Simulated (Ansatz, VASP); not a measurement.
**One calculation of InP, two programs**

```
In P
1.0
     0.00000    2.87068    2.87068
     2.87068    0.00000    2.87068
     2.87068    2.87068    0.00000
In P
1 1
Direct
  0.00000 0.00000 0.00000
  0.75000 0.75000 0.75000
```

Alike in both runs: task single point; functional PBEsol-based screened hybrid with a share of 0.25 of exact exchange and HFSCREEN = 0.207; k mesh 4 × 4 × 4; occupations fermi-dirac, width 0.05 eV; no spin polarisation.

|  | VASP | Ansatz |
| --- | --- | --- |
| version | VASP 6.6.1 | Ansatz 0.2.0 |
| potentials or method | VASP PAW PBE potentials, release 64 (In_d, P) | Ansatz PAW |
| plane-wave cutoff (eV) | 520 | 420 |
| valence electrons in the cell | 18 | 18 |

Ansatz gave:

- gap on the k mesh at the Fermi level (eV): 1.79
- least direct gap on the mesh (eV): 1.79
- pressure (GPa): 5.0

Problem. What did VASP give for the same quantities?

Solution. gap on the k mesh at the Fermi level (eV): 1.80; least direct gap on the mesh (eV): 1.80; pressure (GPa): 4.9.

VASP's potentials were made for PBE, not for PBEsol-based screened hybrid. With one functional, cell and mesh, what is left measures potentials, basis and numerics.

The k mesh is coarse, so the values compare programs but aren't converged.
